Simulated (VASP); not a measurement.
# GaP (F-43m) in VASP: single point with PBE

Aim: the single point of GaP with PBE.

Everything below comes from runs of VASP 6.6.1. Logs are shortened: lines on timing, memory, paths and dates and some standing lists are left out, and cuts for length are marked.

## (1) The cell of the first run

The structure is cubic, space group F-43m (No. 216). The conventional cell has a = 5.456 Å, b = 5.456 Å, c = 5.456 Å, α = 90.00°, β = 90.00°, γ = 90.00°. Ga (site symmetry -43m) has 4 P at 2.36 Å within 3.1 Å. Within 3.1 Å of P (site symmetry -43m) lie 4 Ga at 2.36 Å.

## (2) Single point, PBE

File INCAR:

```
SYSTEM = GaP
ALGO = Normal ; EDIFF = 1E-6
ENCUT = 500 ; GGA = PE
GGA_COMPAT = .False. ; ISIF = 2
ISMEAR = 0 ; LASPH = .True.
LCHARG = .True. ; LELF = .True.
LREAL = .False. ; LVHAR = .True.
LWAVE = .False. ; NBANDS = 16
NELM = 120 ; PREC = Accurate
SIGMA = 0.01
```

File KPOINTS:

```
k-points
0
Gamma
  8 8 8
  0 0 0
```

File POSCAR:

```
GaP
1.0
    0.0000000000      2.7280790304      2.7280790304
    2.7280790304      0.0000000000      2.7280790304
    2.7280790304      2.7280790304      0.0000000000
Ga P
1 1
Direct
    0.0000000000      0.0000000000      0.0000000000
    0.7500000000      0.7500000000      0.7500000000
```

Potentials or basis: VASP PAW PBE potentials, release 64 (Ga_d, P).

Command:

```sh
$ cat potpaw_PBE.64/Ga_d/POTCAR potpaw_PBE.64/P/POTCAR > POTCAR
$ mpirun -np 1 vasp_std > vasp.out
```

OUTCAR:

```text
SYSTEM = GaP
   EDIFF = 1E-6
   ENCUT = 500
   GGA = PE
   ISIF = 2
   ISMEAR = 0
   LASPH = .True.
   LREAL = .False.
   NELM = 120
   PREC = Accurate

 ion  position               nearest neighbor table
   1  0.000  0.000  0.000-   2 2.36   2 2.36   2 2.36   2 2.36
   2  0.750  0.750  0.750-   1 2.36   1 2.36   1 2.36   1 2.36

  LATTYP: Found a face centered cubic cell.
 ALAT       =     5.4561580608

  Lattice vectors:

 A1 = (   0.0000000000,   2.7280790304,   2.7280790304)
 A2 = (   2.7280790304,   0.0000000000,   2.7280790304)
 A3 = (   2.7280790304,   2.7280790304,   0.0000000000)

Analysis of symmetry for initial positions (statically):
=====================================================================
 Subroutine PRICEL returns:
 Original cell was already a primitive cell.

 Routine SETGRP: Setting up the symmetry group for a
 face centered cubic supercell.

 Subroutine GETGRP returns: Found 24 space group operations
 (whereof 24 operations were pure point group operations)
 out of a pool of 48 trial point group operations.

The static configuration has the point symmetry T_d .

Analysis of symmetry for dynamics (positions and initial velocities):
=====================================================================
 Subroutine PRICEL returns:
 Original cell was already a primitive cell.

 Routine SETGRP: Setting up the symmetry group for a
 face centered cubic supercell.

 Subroutine GETGRP returns: Found 24 space group operations
 (whereof 24 operations were pure point group operations)
 out of a pool of 48 trial point group operations.

The dynamic configuration has the point symmetry T_d .

 Subroutine INISYM returns: Found 24 space group operations
 (whereof 24 operations are pure point group operations),
 and found     1 'primitive' translations

----------------------------------------------------------------------------------------

                                     Primitive cell

  volume of cell :      40.6070

  direct lattice vectors                    reciprocal lattice vectors
     0.000000000  2.728079030  2.728079030    -0.183279148  0.183279148  0.183279148
     2.728079030  0.000000000  2.728079030     0.183279148 -0.183279148  0.183279148
     2.728079030  2.728079030  0.000000000     0.183279148  0.183279148 -0.183279148

  length of vectors
     3.858086364  3.858086364  3.858086364     0.317448796  0.317448796  0.317448796

  position of ions in fractional coordinates (direct lattice)
     0.000000000  0.000000000  0.000000000
     0.750000000  0.750000000  0.750000000

  ion indices of the primitive-cell ions
   primitive index   ion index
                 1           1
                 2           2

----------------------------------------------------------------------------------------

 KPOINTS: k-points

Automatic generation of k-mesh.
 Grid dimensions read from file:
 generate k-points for:    8    8    8

 Generating k-lattice:

  Cartesian coordinates                     Fractional coordinates (reciprocal lattice)
    -0.022909893  0.022909893  0.022909893     0.125000000  0.000000000  0.000000000
     0.022909893 -0.022909893  0.022909893     0.000000000  0.125000000  0.000000000
     0.022909893  0.022909893 -0.022909893     0.000000000  0.000000000  0.125000000

  Length of vectors
     0.039681100  0.039681100  0.039681100

  Shift w.r.t. Gamma in fractional coordinates (k-lattice)
     0.000000000  0.000000000  0.000000000

 Subroutine IBZKPT returns following result:
 ===========================================

 Found     29 irreducible k-points:

 Following reciprocal coordinates:
            Coordinates               Weight
  0.000000  0.000000  0.000000      1.000000
  0.125000  0.000000  0.000000      8.000000
  0.250000  0.000000  0.000000      8.000000
  0.375000  0.000000  0.000000      8.000000
  0.500000  0.000000  0.000000      4.000000
  0.125000  0.125000  0.000000      6.000000
[... 16 lines left out ...]
  0.500000  0.250000  0.125000     48.000000
 -0.375000  0.250000  0.125000     24.000000
 [... further k-points ...]
   k-points           NKPTS =     29   k-points in BZ     NKDIM =     29   number of bands    NBANDS=     16
   number of dos      NEDOS =    301   number of ions     NIONS =      2
   total plane-waves  NPLWV =  21952
   dimension x,y,z NGX =    28 NGY =   28 NGZ =   28
   dimension x,y,z NGXF=    56 NGYF=   56 NGZF=   56
   ions per type =               1   1
   NGX,Y,Z   is equivalent  to a cutoff of  12.07, 12.07, 12.07 a.u.
   NGXF,Y,Z  is equivalent  to a cutoff of  24.13, 24.13, 24.13 a.u.
 SYSTEM =  GaP
   PREC   = accura    normal or accurate (medium, high low for compatibility)
   ISTART =      0    job   : 0-new  1-cont  2-samecut
   ICHARG =      2    charge: 1-file 2-atom 10-const
   ISPIN  =      1    spin polarized calculation?
   LNONCOLLINEAR =      F non collinear calculations
   LSORBIT =      F    spin-orbit coupling
   LASPH  =      T    aspherical Exc in radial PAW
   ENCUT  =  500.0 eV  36.75 Ry    6.06 a.u.   7.03  7.03  7.03*2*pi/ulx,y,z
   NELM   =    120;   NELMIN=  2; NELMDL= -5     # of ELM steps
   EDIFF  = 0.1E-05   stopping-criterion for ELM
   LREAL  =      F    real-space projection
   EDIFFG = 0.1E-04   stopping-criterion for IOM
   NSW    =      0    number of steps for IOM
   IBRION =     -1    ionic relax: 0-MD 1-quasi-New 2-CG
   NFREE  =      0    steps in history (QN), initial steepest desc. (CG)
   ISIF   =      2    stress and relaxation
   ISYM   =      2    0-nonsym 1-usesym 2-fastsym
   POTIM  = 0.5000    time-step for ionic-motion
   TEBEG  =    0.0;   TEEND  =   0.0 temperature during run
   PSTRESS=    0.0 pullay stress
   NELECT =      18.0000    total number of electrons
   NUPDOWN=      -1.0000    fix difference up-down
   EMIN   =  10.00;   EMAX   =-10.00  energy-range for DOS
   EFERMI =   0.00;   METHOD = LEGACY
   ISMEAR =     0;   SIGMA  =   0.01  broadening in eV -4-tet -1-fermi 0-gaus
   EFERMI_NEDOS =   21; number of points for ismear=-14 and -15
   IALGO  =     38    algorithm
   IMIX   =      4    mixing-type and parameters
     AMIX     =   0.40;   BMIX     =  1.00
     AMIX_MAG =   1.60;   BMIX_MAG =  1.00
  volume/ion in A,a.u.               =      20.30       137.01
  Fermi-wavevector in a.u.,A,eV,Ry     =   1.248242  2.358835 21.199341  1.558108
  Thomas-Fermi vector in A             =   2.382337
   LORBIT       =      0    0 simple, 1 ext, 2 COOP (PROOUT), +10 PAW based schemes
   GGA     = PE    functional components
   LHFCALC =     F    Hartree Fock is set to
   AEXX    =    0.0000 exact exchange contribution
   IVDW    =     0    specifies the selected vdW correction
   LEPSILON=     F    determine dielectric tensor
   LRPA    =     F    only Hartree local field effects (RPA)
 non-spin polarized calculation
 Gauss-broadening in eV      SIGMA  =   0.01
  energy-cutoff  :      500.00
  volume of cell :       40.61
 maximum number of plane-waves:      1056
   NGX = 13   NGY = 13   NGZ = 13

 number of electron      18.0000017 magnetization

 Free energy of the ion-electron system (eV)
  ---------------------------------------------------
  ext. energy  EPLUGINS =         0.00000000
  ---------------------------------------------------
  free energy    TOTEN  =        -9.11786615 eV

  energy without entropy =       -9.11786615  energy(sigma->0) =       -9.11786615

 E-fermi :   4.7397     XC(G=0):  -9.8188

 val. band max:        4.6205904113   @ k =   0.0000   0.0000   0.0000
 cond. band min:       6.2671877676   @ k =   0.3750   0.3750   0.0000
 fundamental gap:      1.6465973562
 Fermi energy:         4.7396687514

 k-point     1 :       0.0000    0.0000    0.0000
  band No.  band energies     occupation
      1      -9.9251      2.00000
      2      -9.9251      2.00000
      3      -9.9251      2.00000
      4      -9.8264      2.00000
      5      -9.8264      2.00000
      6      -7.8478      2.00000
[... 8 lines left out ...]
     15      14.4038      0.00000
     16      14.4038      0.00000

 k-point     2 :       0.1250    0.0000    0.0000
  band No.  band energies     occupation
      1      -9.9386      2.00000
      2      -9.9205      2.00000
      3      -9.9205      2.00000
      4      -9.8264      2.00000
      5      -9.8264      2.00000
      6      -7.6463      2.00000
[... 8 lines left out ...]
     15      13.7830      0.00000
     16      14.3078      0.00000

 k-point     3 :       0.2500    0.0000    0.0000
  band No.  band energies     occupation
      1      -9.9684      2.00000
      2      -9.9106      2.00000
      3      -9.9106      2.00000
      4      -9.8251      2.00000
      5      -9.8251      2.00000
      6      -7.0752      2.00000
[... 8 lines left out ...]
     15      13.6002      0.00000
     16      14.5409      0.00000

 k-point     4 :       0.3750    0.0000    0.0000
  band No.  band energies     occupation
      1      -9.9952      2.00000
      2      -9.9030      2.00000
      3      -9.9030      2.00000
      4      -9.8214      2.00000
      5      -9.8214      2.00000
      6      -6.2791      2.00000
[... 8 lines left out ...]
     15      14.7930      0.00000
     16      14.7930      0.00000

 k-point     5 :       0.5000    0.0000    0.0000
  band No.  band energies     occupation
      1     -10.0057      2.00000
      2      -9.9006      2.00000
      3      -9.9006      2.00000
      4      -9.8191      2.00000
      5      -9.8191      2.00000
      6      -5.7921      2.00000
[... 8 lines left out ...]
     15      16.2978      0.00000
     16      16.2978      0.00000

 k-point     6 :       0.1250    0.1250    0.0000
  band No.  band energies     occupation
      1      -9.9473      2.00000
      2      -9.9161      2.00000
      3      -9.9161      2.00000
      4      -9.8304      2.00000
      5      -9.8232      2.00000
      6      -7.5794      2.00000
[... 8 lines left out ...]
     15      14.6479      0.00000
     16      14.6733      0.00000

 k-point     7 :       0.2500    0.1250    0.0000
  band No.  band energies     occupation
      1      -9.9708      2.00000
      2      -9.9077      2.00000
      3      -9.9056      2.00000
      4      -9.8334      2.00000
      5      -9.8202      2.00000
      6      -7.1302      2.00000
[... 8 lines left out ...]
     15      14.6436      0.00000
     16      15.7445      0.00000

 k-point     8 :       0.3750    0.1250    0.0000
  band No.  band energies     occupation
      1      -9.9942      2.00000
      2      -9.9011      2.00000
      3      -9.8970      2.00000
      4      -9.8317      2.00000
      5      -9.8175      2.00000
      6      -6.3911      2.00000
[... 8 lines left out ...]
     15      15.4573      0.00000
     16      15.5004      0.00000

 k-point     9 :       0.5000    0.1250    0.0000
  band No.  band energies     occupation
      1     -10.0070      2.00000
      2      -9.8982      2.00000
      3      -9.8941      2.00000
      4      -9.8258      2.00000
      5      -9.8178      2.00000
      6      -5.7133      2.00000
[... 8 lines left out ...]
     15      16.3003      0.00000
     16      16.5589      0.00000
[... 172 lines left out ...]
 k-point    19 :       0.5000    0.3750    0.0000
  band No.  band energies     occupation
      1     -10.0336      2.00000
      2      -9.8700      2.00000
      3      -9.8655      2.00000
      4      -9.8546      2.00000
      5      -9.8080      2.00000
      6      -5.1116      2.00000
[... 8 lines left out ...]
     15      16.6284      0.00000
     16      17.8267      0.00000

 k-point    20 :      -0.3750    0.3750    0.0000
  band No.  band energies     occupation
      1     -10.0257      2.00000
      2      -9.8797      2.00000
      3      -9.8695      2.00000
      4      -9.8453      2.00000
      5      -9.8142      2.00000
      6      -4.9328      2.00000
[... 8 lines left out ...]
     15      15.0264      0.00000
     16      19.2916      0.00000

 k-point    21 :       0.5000    0.5000    0.0000
  band No.  band energies     occupation
      1     -10.0415      2.00000
      2      -9.8616      2.00000
      3      -9.8606      2.00000
      4      -9.8606      2.00000
      5      -9.8049      2.00000
      6      -4.8969      2.00000
[... 8 lines left out ...]
     15      17.0120      0.00000
     16      17.6054      0.00000

 k-point    22 :       0.3750    0.2500    0.1250
  band No.  band energies     occupation
      1      -9.9913      2.00000
      2      -9.8987      2.00000
      3      -9.8948      2.00000
      4      -9.8370      2.00000
      5      -9.8174      2.00000
      6      -6.5893      2.00000
[... 8 lines left out ...]
     15      15.7298      0.00000
     16      17.0238      0.00000

 k-point    23 :       0.5000    0.2500    0.1250
  band No.  band energies     occupation
      1     -10.0066      2.00000
      2      -9.8951      2.00000
      3      -9.8858      2.00000
      4      -9.8349      2.00000
      5      -9.8175      2.00000
      6      -5.8397      2.00000
[... 8 lines left out ...]
     15      16.1479      0.00000
     16      17.4412      0.00000

 k-point    24 :      -0.3750    0.2500    0.1250
  band No.  band energies     occupation
      1     -10.0122      2.00000
      2      -9.8945      2.00000
      3      -9.8826      2.00000
      4      -9.8314      2.00000
      5      -9.8191      2.00000
      6      -5.3880      2.00000
[... 8 lines left out ...]
     15      16.6143      0.00000
     16      17.1122      0.00000

 [... further k-points ...]

------------------------ aborting loop because EDIFF is reached ----------------------------------------

  FORCE on cell =-STRESS in cart. coord.  units (eV):
  Direction    XX          YY          ZZ          XY          YZ          ZX
  --------------------------------------------------------------------------------------
  -------------------------------------------------------------------------------------
  Total        0.5434420      0.5434420      0.5434420      0.0000000      0.0000000     -0.0000000
  in kB       21.4418837     21.4418837     21.4418837      0.0000000      0.0000000     -0.0000000
  external PRESSURE =      21.4418837 kB  Pullay stress =       0.0000000 kB

 VOLUME and BASIS-vectors are now :
 -----------------------------------------------------------------------------
  energy-cutoff  :      500.00
  volume of cell :       40.61
      direct lattice vectors                 reciprocal lattice vectors
     0.000000000  2.728079030  2.728079030    -0.183279148  0.183279148  0.183279148
     2.728079030  0.000000000  2.728079030     0.183279148 -0.183279148  0.183279148
     2.728079030  2.728079030  0.000000000     0.183279148  0.183279148 -0.183279148

 POSITION                                       TOTAL-FORCE (eV/Angst)
 -----------------------------------------------------------------------------------
      0.00000      0.00000      0.00000         0.000000      0.000000      0.000000
      4.09212      4.09212      4.09212        -0.000000     -0.000000     -0.000000
 -----------------------------------------------------------------------------------
    total drift:                               -0.000001     -0.000001     -0.000001

  FREE ENERGIE OF THE ION-ELECTRON SYSTEM (eV)
  ---------------------------------------------------
  free  energy   TOTEN  =        -9.1178661495 eV

  energy  without entropy=       -9.1178661495  energy(sigma->0) =       -9.11786615
```

Wall time 23 s (1 thread of Intel Xeon 8259CL, shared host); peak memory 0.16 GiB.

Results:

- Free energy: -9.1179 eV
- Pressure: 2.1 GPa
- Band gap on the k mesh: 1.65 eV (least direct gap 1.80 eV)

A k mesh can miss the band edges. A hybrid or GW would open this gap; PBE tends to underestimate it.
